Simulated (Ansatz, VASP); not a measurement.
**AlFe: VASP beside Ansatz**

```xyz
2
Lattice="2.9100 0.0000 0.0000 0.0000 2.9100 0.0000 0.0000 0.0000 2.9100" Properties=species:S:1:pos:R:3 pbc="T T T"
Fe    1.4550    1.4550    1.4550
Al    0.0000    0.0000    0.0000
```

Alike in both runs: task relaxation of cell and atoms; functional revPBE; dispersion D4; k mesh 9 × 9 × 9; occupations fermi-dirac, width 0.05 eV; collinear spin.

```csv
,VASP,Ansatz
version,VASP 6.6.1,Ansatz 0.2.0
potentials or method,"VASP PAW PBE potentials, release 64 (Fe, Al)",Ansatz PAW
plane-wave cutoff (eV),600,420
valence electrons in the cell,11,19
```

```tsv
	VASP	Ansatz	Ansatz less VASP
gap on the k mesh at the Fermi level, each at its own relaxed structure (eV)	none	none	-
net moment per atom (μB)	0.30	0.31	+0.003
relaxed volume (Å³/atom)	11.46	11.47	+0.010
relaxed length of the cell vector where the two differ most in proportion (Å)	2.841	2.842	+0.0008
```

VASP's potentials were made for PBE, not for revPBE. A gap of «none» marks a metal or a gap that the smearing closes. VASP's potentials hold 11 valence electrons a cell and Ansatz's 19, so a difference there can come from the potentials and not from the codes.

Noted on Ansatz's run: the plane-wave basis is chosen anew once the cell has moved, so the energies of steps on either side of that aren't comparable.
